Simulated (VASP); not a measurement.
Input of a VASP 6.6.1 run:

Contents of INCAR:

```
SYSTEM = Au
  ALGO = Normal
  EDIFF = 1E-6
  ENCUT = 520
  GGA = PS
  ISIF = 2
  ISMEAR = -1
  LASPH = .TRUE.
  LCHARG = .FALSE.
  LREAL = .FALSE.
  LWAVE = .FALSE.
  NBANDS = 12
  NELM = 60
  PREC = Accurate
  SIGMA = 0.15
```

KPOINTS

```
k-points
0
G
  20 20 20
  0 0 0
```

File POSCAR:

```
Au
1.0
   -1.6108542960      1.6108542960      1.6108542960
    1.6108542960     -1.6108542960      1.6108542960
    1.6108542960      1.6108542960     -1.6108542960
Au
1
Direct
    0.0000000000      0.0000000000      0.0000000000
```

Potentials or basis: VASP PAW PBE potentials, release 64 (Au).

Command:

```bash
$ cat potpaw_PBE.64/Au/POTCAR > POTCAR
$ mpirun -np 1 vasp_std > vasp.out
```

Q: Predict the pressure.

A: 3.4 GPa.

Caveat: the PAW data sets were made with another functional, which shifts forces and pressure a little.
